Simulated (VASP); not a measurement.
A run of VASP 6.6.1:

POSCAR

```
KCl
1.0
    5.3438034114      0.0000000000      0.0000000000
   -2.6719017057      4.6278695071      0.0000000000
    0.0000000000      0.0000000000      6.2391671480
K Cl
2 2
Direct
    0.3333333333      0.6666666667     -0.0625000000
    0.6666666667      0.3333333333      0.4375000000
    0.3333333333      0.6666666667      0.4375000000
    0.6666666667      0.3333333333      0.9375000000
```

The input INCAR.step1:

```
SYSTEM = KCl
PREC = Accurate ; ENCUT = 520
ISMEAR = 0 ; SIGMA = 0.01
LREAL = .FALSE. ; LASPH = .TRUE.
NELM = 100 ; NBANDS = 24
GGA = PE ; ALGO = Normal
EDIFF = 1E-4 ; LWAVE = .TRUE.
LCHARG = .FALSE.
```

INCAR.step2

```
SYSTEM = KCl
PREC = Accurate ; ENCUT = 520
EDIFF = 1E-6 ; ISMEAR = 0
SIGMA = 0.01 ; LREAL = .FALSE.
LASPH = .TRUE. ; NELM = 100
ALGO = Normal ; ISIF = 2
LWAVE = .FALSE. ; LCHARG = .FALSE.
METAGGA = R2SCAN ; LMIXTAU = .TRUE.
NBANDS = 24 ; ISTART = 1
```

File KPOINTS:

```
regular mesh
0
G
  6 6 4
  0 0 0
```

Potentials or basis: VASP PAW PBE potentials, release 64 (K_sv, Cl).

Run with:

```sh
$ cat potpaw_PBE.64/K_sv/POTCAR potpaw_PBE.64/Cl/POTCAR > POTCAR
$ cp INCAR.step1 INCAR
$ mpirun -np 1 vasp_std > vasp.out
$ cp INCAR.step2 INCAR
$ mpirun -np 1 vasp_std > vasp.out
```

Hardware: 1 thread of Intel(R) Xeon(R) 6975P-C (Granite Rapids), with other jobs on the host.

Question: How long does it take, and how much memory?

Answer: Wall time 110 s on 1 thread of Intel(R) Xeon(R) 6975P-C (Granite Rapids), with other jobs on the host, peak memory 0.32 GiB. Counts: k points 21.
